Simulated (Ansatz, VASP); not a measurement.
## AgCl in VASP and in Ansatz

```
Ag Cl
1.0
     0.00000    2.73110    2.80602
     2.73110    0.00000    2.80602
     2.73110    2.73110    0.00000
Ag Cl
1 1
Direct
  0.50000 0.50000 0.50000
  0.00000 0.00000 0.00000
```

Change from the starting cell: mode 4 frozen in at +0.000 Å, equal normal strain along x and y -0.0267.

Alike in both runs: task single point; functional PBE; k mesh 8 × 8 × 8; occupations gaussian, width 0.05 eV; no spin polarisation.

|  | VASP | Ansatz |
| --- | --- | --- |
| version | VASP 6.6.1 | Ansatz 0.2.0 |
| potentials or method | VASP PAW PBE potentials, release 64 (Ag, Cl), cutoff 520 eV | scalar-relativistic, plane waves, PAW |
| valence electrons in the cell | 18 | 26 |

Ansatz gave:

| Quantity | Value |
| --- | --- |
| gap on the k mesh at the Fermi level (eV) | 0.82 |
| least direct gap on the mesh (eV) | 3.24 |
| pressure (GPa) | 2.7 |
| traceless stress, the component that is largest in VASP (GPa) | -0.57 |

What did VASP give for the same quantities?

gap on the k mesh at the Fermi level (eV): 0.82; least direct gap on the mesh (eV): 3.24; pressure (GPa): 2.5; traceless stress, the component that is largest in VASP (GPa): -0.55.

With one functional, cell and mesh, what is left measures potentials, basis and numerics. VASP's potentials hold 18 valence electrons a cell and Ansatz's 26, so a difference there can come from the potentials and not from the codes.
